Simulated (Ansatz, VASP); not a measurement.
# Two plane-wave programs on TePb

INCAR

```
PREC = Accurate
ENCUT = 520
EDIFF = 1E-7
ISMEAR = 0
SIGMA = 0.05
LREAL = F
LASPH = T
NELM = 80
ALGO = Normal
ISIF = 2
LWAVE = F
LCHARG = F
GGA = PE
NBANDS = 17
```

Contents of KPOINTS:

```
Automatic mesh
0
Gamma
  8 8 8
```

POSCAR

```
TePb
1.0
    0.0000000000      3.5056409327      2.7343999275
    3.5056409327      0.0000000000      2.7343999275
    3.5056409327      3.5056409327      0.0000000000
Te Pb
1 1
Direct
    0.5000000000      0.5000000000      0.5000000000
    0.0000000000      0.0000000000      0.0000000000
```

Input for Ansatz:

```yaml
crystal:
  lattice:
    - [0.0, 3.5056409327, 2.7343999275]
    - [3.5056409327, 0.0, 2.7343999275]
    - [3.5056409327, 3.5056409327, 0.0]
  atoms:
    - { symbol: Te, position: [0.5, 0.5, 0.5] }
    - { symbol: Pb, position: [0.0, 0.0, 0.0] }
basis:
  ecutwfc: 420
kpoints:
  mp_grid: { grid: [8, 8, 8] }
hamiltonian:
  xc: pbe
scf:
  occupations: { method: gaussian, width: 0.05 }
output:
  forces: true
  stress: true
  eigenvalues: true
  write_density: true
  write_potential: true
  elf: true
  volumetric_format: npy
```

Alike in both runs: task single point; functional PBE; k mesh 8 × 8 × 8; occupations gaussian, width 0.05 eV; no spin polarisation.

|  | VASP | Ansatz |
| --- | --- | --- |
| version | VASP 6.6.1 | Ansatz 0.2.0 |
| potentials or method | VASP PAW PBE potentials, release 64 (Te, Pb_d), cutoff 520 eV | scalar-relativistic, plane waves, PAW |
| valence electrons in the cell | 20 | 30 |

VASP gave:

- gap on the k mesh at the Fermi level (eV): none
- pressure (GPa): 9.5
- traceless stress, the component that is largest in VASP (GPa): 22.90

Q: Estimate Ansatz's values.

A: gap on the k mesh at the Fermi level (eV): none; pressure (GPa): 9.5; traceless stress, the component that is largest in VASP (GPa): 22.99.

A gap of «none» marks a metal or a gap that the smearing closes. VASP's potentials hold 20 valence electrons a cell and Ansatz's 30, so a difference there can come from the potentials and not from the codes.

Spin-orbit coupling is off throughout.
